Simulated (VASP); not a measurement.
# ZrGa2Se2 (P-3m1) in VASP: notebook

The runs below take ZrGa2Se2 through single point, relaxation of cell and atoms, with PBE.

Program: VASP 6.6.1. These are calculated values, not measurements. Logs are shortened: lines on timing, memory, paths and dates and some standing lists are left out, and cuts for length are marked.

### 1 The cell of the first run

Symmetry: P-3m1, No. 164, trigonal system. Conventional cell: a = 4.260 Å, b = 4.260 Å, c = 7.145 Å, α = 90.00°, β = 90.00°, γ = 120.00°. Zr (site symmetry -3m) has 6 Se at 3.06 Å and 6 Ga at 3.59 Å within 4.0 Å. Within 3.4 Å of Ga (site symmetry 3m) lie 4 Se at 2.58 to 2.72 Å and 3 Ga at 3.12 Å. Se (site symmetry 3m) has 4 Ga at 2.58 to 2.72 Å and 3 Zr at 3.06 Å within 3.4 Å.

The cell was built from a structure type or drawn by symmetry, and may not be a known phase.

### 2 Single point, PBE

INCAR reads:

```
PREC = Accurate ; ENCUT = 520
EDIFF = 1E-7 ; ISMEAR = 0
SIGMA = 0.1 ; LREAL = False
LASPH = True ; NELM = 100
ALGO = Normal ; ISIF = 2
LWAVE = False ; LCHARG = True
GGA = PE ; LELF = True
LVHAR = True ; NBANDS = 33
```

KPOINTS reads:

```
Automatic mesh
0
Gamma
  6 6 4
```

POSCAR reads:

```
ZrGa2Se2
1.0
    4.2602523600      0.0000000000      0.0000000000
   -2.1301261800      3.6894867700      0.0000000000
    0.0000000000      0.0000000000      7.1450443000
Zr Ga Se
1 2 2
Direct
    0.0000000000      0.0000000000      0.0000000000
    0.3333333300      0.6666666700      0.6348713000
    0.6666666700      0.3333333300      0.3651287000
    0.6666666700      0.3333333300      0.7456747900
    0.3333333300      0.6666666700      0.2543252100
```

Potentials or basis: VASP PAW PBE potentials, release 64 (Zr_sv, Ga_d, Se).

Launch:

```
$ cat potpaw_PBE.64/Zr_sv/POTCAR potpaw_PBE.64/Ga_d/POTCAR potpaw_PBE.64/Se/POTCAR > POTCAR
$ mpirun -np 1 vasp_std > vasp.out
```

OUTCAR:

```text
PREC = Accurate
   ENCUT = 520
   EDIFF = 1E-7
   ISMEAR = 0
   LREAL = False
   LASPH = True
   NELM = 100
   ISIF = 2
   GGA = PE

 ion  position               nearest neighbor table
   1  0.000  0.000  0.000-   4 3.06   5 3.06   5 3.06   4 3.06   4 3.06   5 3.06
   2  0.333  0.667  0.635-   4 2.58   4 2.58   4 2.58   5 2.72
   3  0.667  0.333  0.365-   5 2.58   5 2.58   5 2.58   4 2.72
   4  0.667  0.333  0.746-   2 2.58   2 2.58   2 2.58   3 2.72   1 3.06   1 3.06   1 3.06
   5  0.333  0.667  0.254-   3 2.58   3 2.58   3 2.58   2 2.72   1 3.06   1 3.06   1 3.06

  LATTYP: Found a hexagonal cell.
 ALAT       =     4.2602523600
 C/A-ratio  =     1.6771410931

  Lattice vectors:

 A1 = (   4.2602523600,   0.0000000000,   0.0000000000)
 A2 = (  -2.1301261800,   3.6894867700,   0.0000000000)
 A3 = (   0.0000000000,   0.0000000000,   7.1450443000)

Analysis of symmetry for initial positions (statically):
=====================================================================
 Subroutine PRICEL returns:
 Original cell was already a primitive cell.

 Routine SETGRP: Setting up the symmetry group for a
 hexagonal supercell.

 Subroutine GETGRP returns: Found 12 space group operations
 (whereof 12 operations were pure point group operations)
 out of a pool of 24 trial point group operations.

The static configuration has the point symmetry D_3d.

Analysis of symmetry for dynamics (positions and initial velocities):
=====================================================================
 Subroutine PRICEL returns:
 Original cell was already a primitive cell.

 Routine SETGRP: Setting up the symmetry group for a
 hexagonal supercell.

 Subroutine GETGRP returns: Found 12 space group operations
 (whereof 12 operations were pure point group operations)
 out of a pool of 24 trial point group operations.

The dynamic configuration has the point symmetry D_3d.

 Subroutine INISYM returns: Found 12 space group operations
 (whereof 12 operations are pure point group operations),
 and found     1 'primitive' translations

----------------------------------------------------------------------------------------

                                     Primitive cell

  volume of cell :     112.3068

  direct lattice vectors                    reciprocal lattice vectors
     4.260252360  0.000000000  0.000000000     0.234727879  0.135520204  0.000000000
    -2.130126180  3.689486770  0.000000000     0.000000000  0.271040408  0.000000000
     0.000000000  0.000000000  7.145044300     0.000000000  0.000000000  0.139957145

  length of vectors
     4.260252360  4.260252360  7.145044300     0.271040408  0.271040408  0.139957145

  position of ions in fractional coordinates (direct lattice)
     0.000000000  0.000000000  0.000000000
     0.333333330  0.666666670  0.634871300
     0.666666670  0.333333330  0.365128700
     0.666666670  0.333333330  0.745674790
     0.333333330  0.666666670  0.254325210

  ion indices of the primitive-cell ions
   primitive index   ion index
                 1           1
                 2           2
                 3           3
                 4           4
                 5           5

----------------------------------------------------------------------------------------

 KPOINTS: Automatic mesh

Automatic generation of k-mesh.
 Grid dimensions read from file:
 generate k-points for:    6    6    4

 Generating k-lattice:

  Cartesian coordinates                     Fractional coordinates (reciprocal lattice)
     0.039121313  0.022586701  0.000000000     0.166666667  0.000000000  0.000000000
     0.000000000  0.045173401  0.000000000     0.000000000  0.166666667  0.000000000
     0.000000000  0.000000000  0.034989286     0.000000000  0.000000000  0.250000000

  Length of vectors
     0.045173401  0.045173401  0.034989286

  Shift w.r.t. Gamma in fractional coordinates (k-lattice)
     0.000000000  0.000000000  0.000000000

 Subroutine IBZKPT returns following result:
 ===========================================

 Found     24 irreducible k-points:

 Following reciprocal coordinates:
            Coordinates               Weight
  0.000000  0.000000  0.000000      1.000000
  0.166667  0.000000  0.000000      6.000000
  0.333333  0.000000  0.000000      6.000000
  0.500000  0.000000  0.000000      3.000000
  0.166667  0.166667  0.000000      6.000000
  0.333333  0.166667  0.000000     12.000000
[... 16 lines left out ...]
  0.333333  0.166667  0.500000     12.000000
  0.333333  0.333333  0.500000      2.000000
   k-points           NKPTS =     24   k-points in BZ     NKDIM =     24   number of bands    NBANDS=     33
   number of dos      NEDOS =    301   number of ions     NIONS =      5
   total plane-waves  NPLWV =  55296
   dimension x,y,z NGX =    32 NGY =   32 NGZ =   54
   dimension x,y,z NGXF=    64 NGYF=   64 NGZF=  108
   ions per type =               1   2   2
   NGX,Y,Z   is equivalent  to a cutoff of  12.49, 12.49, 12.56 a.u.
   NGXF,Y,Z  is equivalent  to a cutoff of  24.97, 24.97, 25.13 a.u.
 SYSTEM =  unknown system
   PREC   = accura    normal or accurate (medium, high low for compatibility)
   ISTART =      0    job   : 0-new  1-cont  2-samecut
   ICHARG =      2    charge: 1-file 2-atom 10-const
   ISPIN  =      1    spin polarized calculation?
   LNONCOLLINEAR =      F non collinear calculations
   LSORBIT =      F    spin-orbit coupling
   LASPH  =      T    aspherical Exc in radial PAW
   ENCUT  =  520.0 eV  38.22 Ry    6.18 a.u.   7.92  7.92 13.29*2*pi/ulx,y,z
   NELM   =    100;   NELMIN=  2; NELMDL= -5     # of ELM steps
   EDIFF  = 0.1E-06   stopping-criterion for ELM
   LREAL  =      F    real-space projection
   EDIFFG = 0.1E-05   stopping-criterion for IOM
   NSW    =      0    number of steps for IOM
   IBRION =     -1    ionic relax: 0-MD 1-quasi-New 2-CG
   NFREE  =      0    steps in history (QN), initial steepest desc. (CG)
   ISIF   =      2    stress and relaxation
   ISYM   =      2    0-nonsym 1-usesym 2-fastsym
   POTIM  = 0.5000    time-step for ionic-motion
   TEBEG  =    0.0;   TEEND  =   0.0 temperature during run
   PSTRESS=    0.0 pullay stress
   NELECT =      50.0000    total number of electrons
   NUPDOWN=      -1.0000    fix difference up-down
   EMIN   =  10.00;   EMAX   =-10.00  energy-range for DOS
   EFERMI =   0.00;   METHOD = LEGACY
   ISMEAR =     0;   SIGMA  =   0.10  broadening in eV -4-tet -1-fermi 0-gaus
   EFERMI_NEDOS =   21; number of points for ismear=-14 and -15
   IALGO  =     38    algorithm
   IMIX   =      4    mixing-type and parameters
     AMIX     =   0.40;   BMIX     =  1.00
     AMIX_MAG =   1.60;   BMIX_MAG =  1.00
  volume/ion in A,a.u.               =      22.46       151.58
  Fermi-wavevector in a.u.,A,eV,Ry     =   1.250056  2.362263 21.261004  1.562640
  Thomas-Fermi vector in A             =   2.384068
   LORBIT       =      0    0 simple, 1 ext, 2 COOP (PROOUT), +10 PAW based schemes
   GGA     = PE    functional components
   LHFCALC =     F    Hartree Fock is set to
   AEXX    =    0.0000 exact exchange contribution
   IVDW    =     0    specifies the selected vdW correction
   LEPSILON=     F    determine dielectric tensor
   LRPA    =     F    only Hartree local field effects (RPA)
 non-spin polarized calculation
 Gauss-broadening in eV      SIGMA  =   0.10
  energy-cutoff  :      520.00
  volume of cell :      112.31
 maximum number of plane-waves:      3048
   NGX = 15   NGY = 15   NGZ = 27

 number of electron      50.0000013 magnetization

 Free energy of the ion-electron system (eV)
  ---------------------------------------------------
  ext. energy  EPLUGINS =         0.00000000
  ---------------------------------------------------
  free energy    TOTEN  =       -21.11443640 eV

  energy without entropy =      -21.09667482  energy(sigma->0) =      -21.10555561

 E-fermi :   6.1117     XC(G=0): -10.1715

 val. band max:        6.0980219315   @ k =   0.1667   0.1667   0.0000
 cond. band min:       6.1979194390   @ k =   0.1667   0.1667   0.2500
 fundamental gap:      0.0998975075
 Fermi energy:         6.1117406141

 k-point     1 :       0.0000    0.0000    0.0000
  band No.  band energies     occupation
      1     -44.0012      2.00000
      2     -21.9824      2.00000
      3     -21.9824      2.00000
      4     -21.9610      2.00000
      5      -9.2451      2.00000
      6      -9.0215      2.00000
[... 25 lines left out ...]
     32       9.2454      0.00000
     33      10.1623      0.00000

 k-point     2 :       0.1667    0.0000    0.0000
  band No.  band energies     occupation
      1     -44.0007      2.00000
      2     -21.9930      2.00000
      3     -21.9849      2.00000
      4     -21.9587      2.00000
      5      -9.2500      2.00000
      6      -9.1451      2.00000
[... 25 lines left out ...]
     32       9.2562      0.00000
     33       9.7237      0.00000

 k-point     3 :       0.3333    0.0000    0.0000
  band No.  band energies     occupation
      1     -43.9998      2.00000
      2     -22.0142      2.00000
      3     -21.9898      2.00000
      4     -21.9540      2.00000
      5      -9.2675      2.00000
      6      -9.1997      2.00000
[... 25 lines left out ...]
     32       9.4675      0.00000
     33       9.5014      0.00000

 k-point     4 :       0.5000    0.0000    0.0000
  band No.  band energies     occupation
      1     -43.9993      2.00000
      2     -22.0247      2.00000
      3     -21.9923      2.00000
      4     -21.9517      2.00000
      5      -9.2800      2.00000
      6      -9.2114      2.00000
[... 673 lines left out ...]
     32       9.4568      0.00000
     33      10.2197      0.00000

 k-point    23 :       0.3333    0.1667    0.5000
  band No.  band energies     occupation
      1     -43.9993      2.00000
      2     -22.0192      2.00000
      3     -21.9978      2.00000
      4     -21.9517      2.00000
      5      -9.2625      2.00000
      6      -9.2234      2.00000
[... 25 lines left out ...]
     32       9.9827      0.00000
     33      10.2363      0.00000

 k-point    24 :       0.3333    0.3333    0.5000
  band No.  band energies     occupation
      1     -43.9991      2.00000
      2     -22.0117      2.00000
      3     -22.0117      2.00000
      4     -21.9506      2.00000
      5      -9.2479      2.00000
      6      -9.2479      2.00000
[... 25 lines left out ...]
     32       9.4540      0.00000
     33       9.4540      0.00000

------------------------ aborting loop because EDIFF is reached ----------------------------------------

  FORCE on cell =-STRESS in cart. coord.  units (eV):
  Direction    XX          YY          ZZ          XY          YZ          ZX
  --------------------------------------------------------------------------------------
  -------------------------------------------------------------------------------------
  Total        2.6579214      2.6579214      4.5741829      0.0000000     -0.0000000      0.0000000
  in kB       37.9180941     37.9180941     65.2556169      0.0000000     -0.0000000      0.0000000
  external PRESSURE =      47.0306017 kB  Pullay stress =       0.0000000 kB

 VOLUME and BASIS-vectors are now :
 -----------------------------------------------------------------------------
  energy-cutoff  :      520.00
  volume of cell :      112.31
      direct lattice vectors                 reciprocal lattice vectors
     4.260252360  0.000000000  0.000000000     0.234727879  0.135520204  0.000000000
    -2.130126180  3.689486770  0.000000000     0.000000000  0.271040408  0.000000000
     0.000000000  0.000000000  7.145044300     0.000000000  0.000000000  0.139957145

 POSITION                                       TOTAL-FORCE (eV/Angst)
 -----------------------------------------------------------------------------------
      0.00000      0.00000      0.00000         0.000000      0.000000     -0.000000
     -0.00000      2.45966      4.53618        -0.000000      0.000000      0.568587
      2.13013      1.22983      2.60886        -0.000000     -0.000000     -0.568587
      2.13013      1.22983      5.32788        -0.000000      0.000000      2.783894
     -0.00000      2.45966      1.81716         0.000000      0.000000     -2.783894
 -----------------------------------------------------------------------------------
    total drift:                                0.000000      0.000000      0.000000

  FREE ENERGIE OF THE ION-ELECTRON SYSTEM (eV)
  ---------------------------------------------------
  free  energy   TOTEN  =       -21.1144363993 eV

  energy  without entropy=      -21.0966748183  energy(sigma->0) =      -21.10555561
```

Run time: 48 s. Hardware: 1 thread of Intel Xeon 6975P-C (Granite Rapids), shared host; peak memory 0.27 GiB.

Results:

```yaml
Free_energy: -21.1144 eV
Pressure: 4.7 GPa
Largest_force: 2.784 eV/Å
Band_gap_on_the_k_mesh: zero (bands 25 and 26 overlap by 0.96 eV)
```

Forces in eV/Å, atoms in the order of the input:
```
Zr   0.000  0.000  0.000
Ga   0.000  0.000  0.569
Ga   0.000  0.000 -0.569
Se   0.000  0.000  2.784
Se   0.000  0.000 -2.784
```

Levels at points of the mesh, in eV from the Fermi level:
| k point | band 21 | band 22 | band 23 | band 24 | band 25 | band 26 | band 27 | band 28 | band 29 | band 30 |
| --- | --- | --- | --- | --- | --- | --- | --- | --- | --- | --- |
| (0.00, 0.00, 0.00) | -3.15 | -3.15 | -2.96 | -2.84 | -0.42 | -0.15 | -0.15 | 0.50 | 0.50 | 2.20 |
| (0.50, 0.00, 0.00) | -4.68 | -4.32 | -1.97 | -0.41 | -0.41 | 1.23 | 1.30 | 1.44 | 1.68 | 2.52 |
| (0.00, 0.00, 0.50) | -3.71 | -3.71 | -3.19 | -1.45 | -0.13 | -0.13 | 0.59 | 1.19 | 1.19 | 2.09 |
| (0.50, 0.00, 0.50) | -4.03 | -3.87 | -1.45 | -1.14 | -1.12 | -0.17 | 0.78 | 1.27 | 1.40 | 2.22 |

Caveat: the cell stands under pressure; forces of over 1 eV/Å act on the atoms, so gaps and moduli don't describe the material at rest.

### 3 Single point, PBE

This run uses another cell than the first one, of 23.01 Å³/atom.

INCAR reads:

```
SYSTEM = ZrGa2Se2
PREC = Accurate
ENCUT = 520
EDIFF = 1E-6
ISMEAR = 0
SIGMA = 0.1
LREAL = .FALSE.
LASPH = .TRUE.
NELM = 60
ALGO = Normal
ISIF = 2
LWAVE = .FALSE.
LCHARG = .TRUE.
GGA = PE
LELF = .TRUE.
LVHAR = .TRUE.
NBANDS = 33
```

KPOINTS reads:

```
regular mesh
0
G
  6 6 4
  0 0 0
```

POSCAR reads:

```
ZrGa2Se2
1.0
    3.7243830337      0.0000000000      0.0000000000
   -1.8621915168      3.2254103206      0.0000000000
    0.0000000000      0.0000000000      9.5794639843
Zr Ga Se
1 2 2
Direct
    0.0000000000      0.0000000000      0.0000000000
    0.3333333333      0.6666666667      0.5846844793
    0.6666666667      0.3333333333      0.4153155207
    0.6666666667      0.3333333333      0.8250698617
    0.3333333333      0.6666666667      0.1749301383
```

Potentials or basis: VASP PAW PBE potentials, release 64 (Zr_sv, Ga_d, Se).

Launch:

```
$ cat potpaw_PBE.64/Zr_sv/POTCAR potpaw_PBE.64/Ga_d/POTCAR potpaw_PBE.64/Se/POTCAR > POTCAR
$ mpirun -np 1 vasp_std > vasp.out
```

Wall time 45 s (1 thread of Intel Xeon 6975P-C (Granite Rapids), shared host); peak memory 0.27 GiB.

Results (log left out):

- Free energy: -24.4464 eV
- Pressure: 0.1 GPa
- Largest force: 0.011 eV/Å
- Band gap on the k mesh: zero (bands 25 and 26 overlap by 0.72 eV)

Forces in eV/Å, atoms in the order of the input:
```
Zr   0.000  0.000  0.000
Ga   0.000  0.000  0.011
Ga   0.000  0.000 -0.011
Se   0.000  0.000 -0.006
Se   0.000  0.000  0.006
```

Stress tensor (GPa, compression positive):
```
0.06 0.00 0.00
0.00 0.06 0.00
0.00 0.00 0.25
```

Levels at points of the mesh, in eV from the Fermi level:
```tsv
k point	band 22	band 23	band 24	band 25	band 26	band 27	band 28	band 29
(0.00, 0.00, 0.00)	-1.05	-1.05	-0.02	0.50	0.58	0.58	2.16	2.79
(0.50, 0.00, 0.00)	-3.27	-2.61	-2.17	-1.11	0.18	0.73	1.51	2.26
(0.00, 0.00, 0.50)	-2.34	-1.07	-1.07	0.58	0.58	1.01	3.13	3.13
(0.50, 0.00, 0.50)	-3.58	-3.29	-2.11	-0.56	0.38	0.42	1.24	2.27
```

(Continued in part 2 of 2.)
